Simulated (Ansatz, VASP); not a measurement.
Si3F in VASP and in Ansatz

File INCAR:

```
  ALGO = Normal
  EDIFF = 1E-7
  ENCUT = 520
  GGA = PE
  ISIF = 2
  ISMEAR = 0
  LASPH = True
  LCHARG = False
  LREAL = False
  LWAVE = False
  NBANDS = 29
  NELM = 80
  PREC = Accurate
  SIGMA = 0.1
```

The input KPOINTS:

```
k-points
0
Gamma
  3 3 6
```

The input POSCAR:

```
Si3F
1.0
    6.1055641425      0.0000000000      0.0000000000
   -3.0527820712      5.2875736518      0.0000000000
    0.0000000000      0.0000000000      3.4586798866
Si F
6 2
Direct
    0.3850600000      0.2987800000      0.2500000000
    0.0862800000      0.3850600000      0.7500000000
    0.7012200000      0.0862800000      0.2500000000
    0.6149400000      0.7012200000      0.7500000000
    0.9137200000      0.6149400000      0.2500000000
    0.2987800000      0.9137200000      0.7500000000
    0.3333333333      0.6666666667      0.2500000000
    0.6666666667      0.3333333333      0.7500000000
```

Input for Ansatz:

```yaml
crystal:
  lattice:
    - [6.1055641425, 0.0, 0.0]
    - [-3.0527820712, 5.2875736518, 0.0]
    - [0.0, 0.0, 3.4586798866]
  atoms:
    - { symbol: Si, position: [0.38506, 0.29878, 0.25] }
    - { symbol: Si, position: [0.08628, 0.38506, 0.75] }
    - { symbol: Si, position: [0.70122, 0.08628, 0.25] }
    - { symbol: Si, position: [0.61494, 0.70122, 0.75] }
    - { symbol: Si, position: [0.91372, 0.61494, 0.25] }
    - { symbol: Si, position: [0.29878, 0.91372, 0.75] }
    - { symbol: F, position: [0.3333333333, 0.6666666667, 0.25] }
    - { symbol: F, position: [0.6666666667, 0.3333333333, 0.75] }
basis:
  ecutwfc: 420
kpoints:
  mp_grid: { grid: [3, 3, 6] }
hamiltonian:
  xc: pbe
scf:
  occupations: { method: gaussian, width: 0.1 }
  lower_state_search: "off"
output:
  forces: true
  stress: true
  eigenvalues: true
```

Alike in both runs: task single point; functional PBE; k mesh 3 × 3 × 6; occupations gaussian, width 0.1 eV; no spin polarisation.

|  | VASP | Ansatz |
| --- | --- | --- |
| version | VASP 6.6.1 | Ansatz 0.2.0 |
| potentials or method | VASP PAW PBE potentials, release 64 (Si, F), cutoff 520 eV | scalar-relativistic, plane waves, PAW |
| valence electrons in the cell | 38 | 38 |

Ansatz gave:

| Quantity | Value |
| --- | --- |
| gap on the k mesh at the Fermi level (eV) | none |
| pressure (GPa) | 9.4 |
| traceless stress, the component that is largest in VASP (GPa) | 5.37 |
| rms of the force components (eV/Å) | 0.488 |

Problem. Which values does VASP return?

Solution. gap on the k mesh at the Fermi level (eV): none; pressure (GPa): 9.3; traceless stress, the component that is largest in VASP (GPa): 5.38; rms of the force components (eV/Å): 0.489.

Atom by atom the forces differ by 0.000 eV/Å (rms over components). A gap of «none» marks a metal or a gap that the smearing closes. The functional is the same, so the differences come from potentials, cutoffs and numerics.

The k mesh is coarse, so the values compare programs but aren't converged.
